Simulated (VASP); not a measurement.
# Al4Ni3Pd (P4/mmm) in VASP: a series of runs

Runs on Al4Ni3Pd. Level: PBE. Tasks: relaxation of cell and atoms, single point.

Program: VASP 6.6.1. These are calculated values, not measurements. Logs are shortened: lines on timing, memory, paths and dates and some standing lists are left out, and cuts for length are marked.

## (1) The cell of the first run

Symmetry: P4/mmm, No. 123, tetragonal system. The conventional cell has a = 4.156 Å, b = 4.156 Å, c = 5.915 Å, α = 90.00°, β = 90.00°, γ = 90.00°. Within 3.3 Å of Al (site symmetry 2mm) lie 6 Ni at 2.51 to 2.59 Å and 2 Pd at 2.59 Å and 6 Al at 2.81 to 3.10 Å. Within 3.3 Å of Ni (site symmetry 4/mmm) lie 8 Al at 2.51 Å and 6 Ni at 2.94 to 2.96 Å. Ni (site symmetry 4/mmm) has 8 Al at 2.59 Å and 4 Pd at 2.94 Å and 2 Ni at 2.96 Å within 3.4 Å. Ni (site symmetry 4/mmm) has 8 Al at 2.51 Å and 4 Ni at 2.94 Å and 2 Pd at 2.96 Å within 3.3 Å. Within 3.4 Å of Pd (site symmetry 4/mmm) lie 8 Al at 2.59 Å and 6 Ni at 2.94 to 2.96 Å.

## (2) Relaxation of cell and atoms, PBE

INCAR

```
SYSTEM = Al4Ni3Pd
ALGO     = Fast           ! electronic algorithm
EDIFF    = 1E-7           ! SCF threshold, eV
EDIFFG   = -0.01          ! ionic threshold
ENCUT    = 600            ! plane-wave cutoff, eV
GGA      = PE             ! functional
IBRION   = 2              ! ionic algorithm
ISIF     = 3              ! what is computed and relaxed
ISMEAR   = 0              ! smearing method
LASPH    = .TRUE.         ! aspherical terms in the spheres
LCHARG   = .FALSE.        ! write CHGCAR
LREAL    = .FALSE.        ! projectors in reciprocal space
LWAVE    = .FALSE.        ! write WAVECAR
NELM     = 80             ! most SCF steps
NSW      = 100            ! ionic steps
PREC     = Accurate       ! precision mode
SIGMA    = 0.1            ! smearing width, eV
```

KPOINTS

```
k-points
0
G
  10 10 6
  0 0 0
```

POSCAR

```
Al4Ni3Pd
1.0
    4.1559453923      0.0000000000      0.0000000000
    0.0000000000      4.1559453923      0.0000000000
    0.0000000000      0.0000000000      5.9153705609
Al Ni Pd
4 3 1
Direct
    0.5000000000      0.0000000000      0.7377611294
    0.5000000000      0.0000000000      0.2622388706
    0.0000000000      0.5000000000      0.7377611294
    0.0000000000      0.5000000000      0.2622388706
    0.0000000000      0.0000000000      0.5000000000
    0.0000000000      0.0000000000      0.0000000000
    0.5000000000      0.5000000000      0.5000000000
    0.5000000000      0.5000000000      0.0000000000
```

Potentials or basis: VASP PAW PBE potentials, release 64 (Al, Ni, Pd).

The run is started by

```sh
cat potpaw_PBE.64/Al/POTCAR potpaw_PBE.64/Ni/POTCAR potpaw_PBE.64/Pd/POTCAR > POTCAR
mpirun -np 1 vasp_std > vasp.out
```

OUTCAR:

```text
SYSTEM = Al4Ni3Pd
   EDIFF = 1E-7
   EDIFFG = -0.01
   ENCUT = 600
   GGA = PE
   IBRION = 2
   ISIF = 3
   ISMEAR = 0
   LASPH = .TRUE.
   LREAL = .FALSE.
   NELM = 80
   NSW = 100
   PREC = Accurate

 ion  position               nearest neighbor table
   1  0.500  0.000  0.738-   5 2.51   7 2.51   7 2.51   5 2.51   6 2.59   8 2.59   8 2.59   6 2.59
                             2 2.81   3 2.94   3 2.94   3 2.94   3 2.94   2 3.10
   2  0.500  0.000  0.262-   5 2.51   7 2.51   7 2.51   5 2.51   6 2.59   8 2.59   8 2.59   6 2.59
                             1 2.81   4 2.94   4 2.94   4 2.94   4 2.94   1 3.10
   3  0.000  0.500  0.738-   5 2.51   7 2.51   5 2.51   7 2.51   6 2.59   6 2.59   8 2.59   8 2.59
                             4 2.81   1 2.94   1 2.94   1 2.94   1 2.94   4 3.10
   4  0.000  0.500  0.262-   5 2.51   7 2.51   5 2.51   7 2.51   6 2.59   6 2.59   8 2.59   8 2.59
                             3 2.81   2 2.94   2 2.94   2 2.94   2 2.94   3 3.10
   5  0.000  0.000  0.500-   1 2.51   2 2.51   3 2.51   4 2.51   3 2.51   4 2.51   1 2.51   2 2.51
                             7 2.94   7 2.94   7 2.94   7 2.94   6 2.96   6 2.96
   6  0.000  0.000  0.000-   1 2.59   2 2.59   3 2.59   4 2.59   3 2.59   4 2.59   1 2.59   2 2.59
                             8 2.94   8 2.94   8 2.94   8 2.94   5 2.96   5 2.96
   7  0.500  0.500  0.500-   1 2.51   2 2.51   3 2.51   4 2.51   1 2.51   2 2.51   3 2.51   4 2.51
                             5 2.94   5 2.94   5 2.94   5 2.94   8 2.96   8 2.96
   8  0.500  0.500  0.000-   1 2.59   2 2.59   3 2.59   4 2.59   1 2.59   2 2.59   3 2.59   4 2.59
                             6 2.94   6 2.94   6 2.94   6 2.94   7 2.96   7 2.96

  LATTYP: Found a simple tetragonal cell.
 ALAT       =     4.1559453923
 C/A-ratio  =     1.4233513683

  Lattice vectors:

 A1 = (   4.1559453923,   0.0000000000,   0.0000000000)
 A2 = (   0.0000000000,   4.1559453923,   0.0000000000)
 A3 = (   0.0000000000,   0.0000000000,   5.9153705609)

Analysis of symmetry for initial positions (statically):
=====================================================================
 Subroutine PRICEL returns:
 Original cell was already a primitive cell.

 Routine SETGRP: Setting up the symmetry group for a
 simple tetragonal supercell.

 Subroutine GETGRP returns: Found 16 space group operations
 (whereof 16 operations were pure point group operations)
 out of a pool of 16 trial point group operations.

The static configuration has the point symmetry D_4h.

Analysis of symmetry for dynamics (positions and initial velocities):
=====================================================================
 Subroutine PRICEL returns:
 Original cell was already a primitive cell.

 Routine SETGRP: Setting up the symmetry group for a
 simple tetragonal supercell.

 Subroutine GETGRP returns: Found 16 space group operations
 (whereof 16 operations were pure point group operations)
 out of a pool of 16 trial point group operations.

The dynamic configuration has the point symmetry D_4h.

 Subroutine INISYM returns: Found 16 space group operations
 (whereof 16 operations are pure point group operations),
 and found     1 'primitive' translations

----------------------------------------------------------------------------------------

                                     Primitive cell

  volume of cell :     102.1696

  direct lattice vectors                    reciprocal lattice vectors
     4.155945392  0.000000000  0.000000000     0.240619139  0.000000000  0.000000000
     0.000000000  4.155945392  0.000000000     0.000000000  0.240619139  0.000000000
     0.000000000  0.000000000  5.915370561     0.000000000  0.000000000  0.169051117

  length of vectors
     4.155945392  4.155945392  5.915370561     0.240619139  0.240619139  0.169051117

  position of ions in fractional coordinates (direct lattice)
     0.500000000  0.000000000  0.737761129
     0.500000000  0.000000000  0.262238871
     0.000000000  0.500000000  0.737761129
     0.000000000  0.500000000  0.262238871
     0.000000000  0.000000000  0.500000000
     0.000000000  0.000000000  0.000000000
     0.500000000  0.500000000  0.500000000
     0.500000000  0.500000000  0.000000000

  ion indices of the primitive-cell ions
   primitive index   ion index
                 1           1
                 2           2
                 3           3
                 4           4
                 5           5
                 6           6
                 7           7
                 8           8

----------------------------------------------------------------------------------------

 KPOINTS: k-points

Automatic generation of k-mesh.
 Grid dimensions read from file:
 generate k-points for:   10   10    6

 Generating k-lattice:

  Cartesian coordinates                     Fractional coordinates (reciprocal lattice)
     0.024061914  0.000000000  0.000000000     0.100000000  0.000000000  0.000000000
     0.000000000  0.024061914  0.000000000     0.000000000  0.100000000  0.000000000
     0.000000000  0.000000000  0.028175186     0.000000000  0.000000000  0.166666667

  Length of vectors
     0.024061914  0.024061914  0.028175186

  Shift w.r.t. Gamma in fractional coordinates (k-lattice)
     0.000000000  0.000000000  0.000000000

 Subroutine IBZKPT returns following result:
 ===========================================

 Found     84 irreducible k-points:

 Following reciprocal coordinates:
            Coordinates               Weight
  0.000000  0.000000  0.000000      1.000000
  0.100000  0.000000  0.000000      4.000000
  0.200000  0.000000  0.000000      4.000000
  0.300000  0.000000  0.000000      4.000000
  0.400000  0.000000  0.000000      4.000000
  0.500000  0.000000  0.000000      2.000000
[... 16 lines left out ...]
  0.100000  0.000000  0.166667      8.000000
  0.200000  0.000000  0.166667      8.000000
 [... further k-points ...]
   k-points           NKPTS =     84   k-points in BZ     NKDIM =     84   number of bands    NBANDS=     31
   number of dos      NEDOS =    301   number of ions     NIONS =      8
   total plane-waves  NPLWV =  62208
   dimension x,y,z NGX =    36 NGY =   36 NGZ =   48
   dimension x,y,z NGXF=    72 NGYF=   72 NGZF=   96
   ions per type =               4   3   1
   NGX,Y,Z   is equivalent  to a cutoff of  14.40, 14.40, 13.49 a.u.
   NGXF,Y,Z  is equivalent  to a cutoff of  28.80, 28.80, 26.98 a.u.
 SYSTEM =  Al4Ni3Pd
   PREC   = accura    normal or accurate (medium, high low for compatibility)
   ISTART =      0    job   : 0-new  1-cont  2-samecut
   ICHARG =      2    charge: 1-file 2-atom 10-const
   ISPIN  =      1    spin polarized calculation?
   LNONCOLLINEAR =      F non collinear calculations
   LSORBIT =      F    spin-orbit coupling
   LASPH  =      T    aspherical Exc in radial PAW
   ENCUT  =  600.0 eV  44.10 Ry    6.64 a.u.   8.30  8.30 11.81*2*pi/ulx,y,z
   NELM   =     80;   NELMIN=  2; NELMDL= -5     # of ELM steps
   EDIFF  = 0.1E-06   stopping-criterion for ELM
   LREAL  =      F    real-space projection
   EDIFFG = -.1E-01   stopping-criterion for IOM
   NSW    =    100    number of steps for IOM
   IBRION =      2    ionic relax: 0-MD 1-quasi-New 2-CG
   NFREE  =      1    steps in history (QN), initial steepest desc. (CG)
   ISIF   =      3    stress and relaxation
   ISYM   =      2    0-nonsym 1-usesym 2-fastsym
   POTIM  = 0.5000    time-step for ionic-motion
   TEBEG  =    0.0;   TEEND  =   0.0 temperature during run
   PSTRESS=    0.0 pullay stress
   NELECT =      52.0000    total number of electrons
   NUPDOWN=      -1.0000    fix difference up-down
   EMIN   =  10.00;   EMAX   =-10.00  energy-range for DOS
   EFERMI =   0.00;   METHOD = LEGACY
   ISMEAR =     0;   SIGMA  =   0.10  broadening in eV -4-tet -1-fermi 0-gaus
   EFERMI_NEDOS =   21; number of points for ismear=-14 and -15
   IALGO  =     68    algorithm
   IMIX   =      4    mixing-type and parameters
     AMIX     =   0.40;   BMIX     =  1.00
     AMIX_MAG =   1.60;   BMIX_MAG =  1.00
  volume/ion in A,a.u.               =      12.77        86.18
  Fermi-wavevector in a.u.,A,eV,Ry     =   1.307080  2.470022 23.244974  1.708457
  Thomas-Fermi vector in A             =   2.437838
   LORBIT       =      0    0 simple, 1 ext, 2 COOP (PROOUT), +10 PAW based schemes
   GGA     = PE    functional components
   LHFCALC =     F    Hartree Fock is set to
   AEXX    =    0.0000 exact exchange contribution
   IVDW    =     0    specifies the selected vdW correction
   LEPSILON=     F    determine dielectric tensor
   LRPA    =     F    only Hartree local field effects (RPA)
 conjugate gradient relaxation of ions
 non-spin polarized calculation
 RMM-DIIS sequential band-by-band and
 Gauss-broadening in eV      SIGMA  =   0.10
  energy-cutoff  :      600.00
  volume of cell :      102.17
 maximum number of plane-waves:      3432
 NGX is ok and might be reduce to    36
   NGX = 17   NGY = 17   NGZ = 23

--------------------------------------- Ionic step        1  -------------------------------------------

 number of electron      51.9999994 magnetization

 Free energy of the ion-electron system (eV)
  ---------------------------------------------------
  ext. energy  EPLUGINS =         0.00000000
  ---------------------------------------------------
  free energy    TOTEN  =       -42.13695416 eV

  energy without entropy =      -42.11865211  energy(sigma->0) =      -42.12780313

------------------------ aborting loop because EDIFF is reached ----------------------------------------

  FORCE on cell =-STRESS in cart. coord.  units (eV):
  Direction    XX          YY          ZZ          XY          YZ          ZX
  --------------------------------------------------------------------------------------
  -------------------------------------------------------------------------------------
  Total       -0.2078989     -0.2078989      0.1715617      0.0000000      0.0000000     -0.0000000
  in kB       -3.2601767     -3.2601767      2.6903538      0.0000000      0.0000000     -0.0000000
  external PRESSURE =      -1.2766665 kB  Pullay stress =       0.0000000 kB
[... 321 lines left out ...]
  energy  without entropy=      -42.1217386805  energy(sigma->0) =      -42.13068975

--------------------------------------- Ionic step        9  -------------------------------------------

 number of electron      51.9999996 magnetization

 Free energy of the ion-electron system (eV)
  ---------------------------------------------------
  ext. energy  EPLUGINS =         0.00000000
  ---------------------------------------------------
  free energy    TOTEN  =       -42.13974071 eV

  energy without entropy =      -42.12192478  energy(sigma->0) =      -42.13083274

 E-fermi :   9.9366     XC(G=0): -11.9628

 val. band max:        9.9101975578   @ k =   0.5000   0.0000   0.1667
 cond. band min:       9.9371263093   @ k =   0.4000   0.1000   0.0000
 fundamental gap:      0.0269287516
 Fermi energy:         9.9366239635

 k-point     1 :       0.0000    0.0000    0.0000
  band No.  band energies     occupation
      1      -0.9180      2.00000
      2       3.0756      2.00000
      3       3.1382      2.00000
      4       3.9031      2.00000
      5       4.9587      2.00000
      6       4.9587      2.00000
[... 805 lines left out ...]
     30      13.1006      0.00000
     31      13.7750      0.00000

 [... further k-points ...]

------------------------ aborting loop because EDIFF is reached ----------------------------------------

  FORCE on cell =-STRESS in cart. coord.  units (eV):
  Direction    XX          YY          ZZ          XY          YZ          ZX
  --------------------------------------------------------------------------------------
  -------------------------------------------------------------------------------------
  Total       -0.0515162     -0.0515162      0.0418605      0.0000000      0.0000000      0.0000000
  in kB       -0.8082829     -0.8082829      0.6567865      0.0000000      0.0000000      0.0000000
  external PRESSURE =      -0.3199264 kB  Pullay stress =       0.0000000 kB
[... 23 lines left out ...]
  FREE ENERGIE OF THE ION-ELECTRON SYSTEM (eV)
  ---------------------------------------------------
  free  energy   TOTEN  =       -42.1397407073 eV

  energy  without entropy=      -42.1219247761  energy(sigma->0) =      -42.13083274

 reached required accuracy - stopping structural energy minimisation
```

Run time: 25 min. Hardware: 1 thread of AMD EPYC 9R14 (Zen 4), shared host; peak memory 0.45 GiB.

Results:

| Item | Value |
| --- | --- |
| Free energy | -42.1397 eV |
| Relaxed volume | 12.76 Å³/atom |
| Relaxed cell | a = 4.147 Å, b = 4.147 Å, c = 5.937 Å, α = 90.00°, β = 90.00°, γ = 90.00° |
| Space group after relaxing (to 0.1 Å) | P4/mmm (No. 123) |
| Energy gained by relaxing | 0.3 meV/atom |
| Ionic steps | 9 |
| Pressure after relaxing | 0.0 GPa |
| Largest force after relaxing | 0.009 eV/Å |
| Band gap on the k mesh | zero (bands 26 and 27 overlap by 2.77 eV) |

Forces in eV/Å, atoms in the order of the input:
```
Al   0.000  0.000 -0.009
Al   0.000  0.000  0.009
Al   0.000  0.000 -0.009
Al   0.000  0.000  0.009
Ni   0.000  0.000  0.000
Ni   0.000  0.000  0.000
Ni   0.000  0.000  0.000
Pd   0.000  0.000  0.000
```

Stress tensor (GPa, compression positive):
```
-0.08  0.00  0.00
 0.00 -0.08  0.00
 0.00  0.00  0.07
```

The path:
```csv
step,energy change (eV),largest force (eV/Å),pressure (GPa),volume (Å³)
1,0.0000,0.1127,-0.13,102.17
2,-0.0022,0.0404,0.11,102.02
3,-0.0025,0.0009,0.24,101.93
4,-0.0026,0.0154,-0.19,102.22
5,-0.0027,0.0104,-0.02,102.12
6,-0.0027,0.0113,-0.08,102.14
7,-0.0027,0.0109,-0.08,102.13
8,-0.0027,0.0105,-0.06,102.12
9,-0.0028,0.0088,-0.03,102.12
```

Final structure:
```
Al Ni Pd
1.0
     4.14721    0.00000    0.00000
     0.00000    4.14721    0.00000
     0.00000    0.00000    5.93717
Al Ni Pd
4 3 1
Direct
  0.50000 0.00000 0.73926
  0.50000 0.00000 0.26074
  0.00000 0.50000 0.73926
  0.00000 0.50000 0.26074
  0.00000 0.00000 0.50000
  0.00000 0.00000 0.00000
  0.50000 0.50000 0.50000
  0.50000 0.50000 0.00000
```

Spin polarisation is off, so any magnetic state and its effect on volume and gap are missing.

## (3) Single point, PBE

INCAR

```
  PREC = Accurate
  ENCUT = 520
  EDIFF = 1E-6
  ISMEAR = 0
  SIGMA = 0.1
  LREAL = F
  LASPH = T
  NELM = 100
  ALGO = Fast
  ISIF = 2
  LWAVE = F
  LCHARG = F
  GGA = PE
  NBANDS = 36
```

KPOINTS

```
regular mesh
0
Gamma
  10 10 6
```

POSCAR

```
Al4Ni3Pd
1.0
    4.1439581295      0.0000000000      0.0000000000
    0.0000000000      4.1439581295      0.0000000000
    0.0000000000      0.0000000000      5.9459084981
Al Ni Pd
4 3 1
Direct
    0.5000000000      0.0000000000      0.7391913395
    0.5000000000      0.0000000000      0.2608086605
    0.0000000000      0.5000000000      0.7391913395
    0.0000000000      0.5000000000      0.2608086605
    0.0000000000      0.0000000000      0.5000000000
    0.0000000000      0.0000000000      0.0000000000
    0.5000000000      0.5000000000      0.5000000000
    0.5000000000      0.5000000000      0.0000000000
```

Potentials or basis: VASP PAW PBE potentials, release 64 (Al, Ni, Pd).

The run is started by

```sh
cat potpaw_PBE.64/Al/POTCAR potpaw_PBE.64/Ni/POTCAR potpaw_PBE.64/Pd/POTCAR > POTCAR
mpirun -np 1 vasp_std > vasp.out
```

Wall time 4.8 min (1 thread of Intel Xeon Platinum 8375C at 2.90GHz (Ice Lake), shared host); peak memory 0.41 GiB.

The run converged. Its results:

```
Free energy            : -42.1404 eV
Pressure               : 0.1 GPa
Largest force          : 0.007 eV/Å
Band gap on the k mesh : zero (bands 26 and 27 overlap by 2.76 eV)
```

Forces in eV/Å, atoms in the order of the input:
```
Al   0.000  0.000 -0.007
Al   0.000  0.000  0.007
Al   0.000  0.000 -0.007
Al   0.000  0.000  0.007
Ni   0.000  0.000  0.000
Ni   0.000  0.000  0.000
Ni   0.000  0.000  0.000
Pd   0.000  0.000  0.000
```

Levels at points of the mesh, in eV from the Fermi level:
| k point | band 23 | band 24 | band 25 | band 26 | band 27 | band 28 | band 29 | band 30 |
| --- | --- | --- | --- | --- | --- | --- | --- | --- |
| (0.00, 0.00, 0.00) | -1.04 | -1.01 | -0.73 | 1.67 | 2.09 | 2.14 | 2.14 | 2.43 |
| (0.50, 0.00, 0.00) | -1.36 | -1.14 | -0.70 | -0.60 | 0.99 | 1.14 | 2.40 | 2.86 |
| (0.50, 0.50, 0.00) | -1.50 | -1.50 | -1.16 | -1.00 | -0.68 | -0.62 | 1.54 | 1.65 |
| (0.00, 0.00, 0.50) | -0.53 | -0.53 | -0.04 | -0.04 | 0.47 | 0.83 | 1.50 | 2.15 |
| (0.50, 0.00, 0.50) | -1.94 | -1.85 | 1.96 | 2.05 | 2.12 | 2.19 | 2.21 | 2.52 |
| (0.50, 0.50, 0.50) | -1.75 | -1.75 | -0.74 | -0.73 | -0.71 | -0.58 | 4.31 | 4.44 |

Spin polarisation is off, so any magnetic state and its effect on volume and gap are missing.

The gap in the log of VASP goes by the Fermi energy; the results here count the filled bands.